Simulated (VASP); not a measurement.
Wanted: the native input for a VASP 6.6.1 run.

- Task: single point
- Functional: PBEsol
- Potentials or basis: VASP PAW PBE potentials, release 64 (Zn, S)
- Cutoff: 520 eV
- k mesh: 8 × 8 × 5
- Occupations: fermi-dirac, width 0.03 eV
- Spin: no spin polarisation
- Dipole correction: no
- Further INCAR settings: ALGO = Normal; EDIFF = 1e-06; NBANDS = 26

The structure of ZnS lies in POSCAR:

```
ZnS
1.0
    3.8362379197      0.0000000000      0.0000000000
   -1.9181189598      3.3222794933      0.0000000000
    0.0000000000      0.0000000000      6.2752859714
Zn S
2 2
Direct
    0.3333333333      0.6666666667      0.0000000000
    0.6666666667      0.3333333333      0.5000000000
    0.3333333333      0.6666666667      0.3850000000
    0.6666666667      0.3333333333      0.8850000000
```

This cell differs from its parent crystal: volume scaled by 1.02.

One way to write it, as run:

INCAR

```
SYSTEM = ZnS
PREC = Accurate ; ENCUT = 520
EDIFF = 1E-6 ; ISMEAR = -1
SIGMA = 0.03 ; LREAL = .False.
LASPH = .True. ; NELM = 80
ALGO = Normal ; ISIF = 2
LWAVE = .False. ; LCHARG = .True.
GGA = PS ; LELF = .True.
LVHAR = .True. ; NBANDS = 26
```

KPOINTS

```
Automatic mesh
0
Gamma
  8 8 5
  0 0 0
```

Potentials or basis: VASP PAW PBE potentials, release 64 (Zn, S).

The run is started by

```bash
$ cat potpaw_PBE.64/Zn/POTCAR potpaw_PBE.64/S/POTCAR > POTCAR
$ mpirun -np 1 vasp_std > vasp.out
```

Results of the run:

```
Pressure               : -2.5 GPa
Largest force          : 0.286 eV/Å
Band gap on the k mesh : 2.02 eV, direct
```

Caveat: the PAW data sets were made with another functional, which shifts forces and pressure a little.

Run time: 26 s on 1 thread of Intel(R) Xeon(R) 6975P-C (Granite Rapids), with other jobs on the host, peak memory 0.22 GiB.
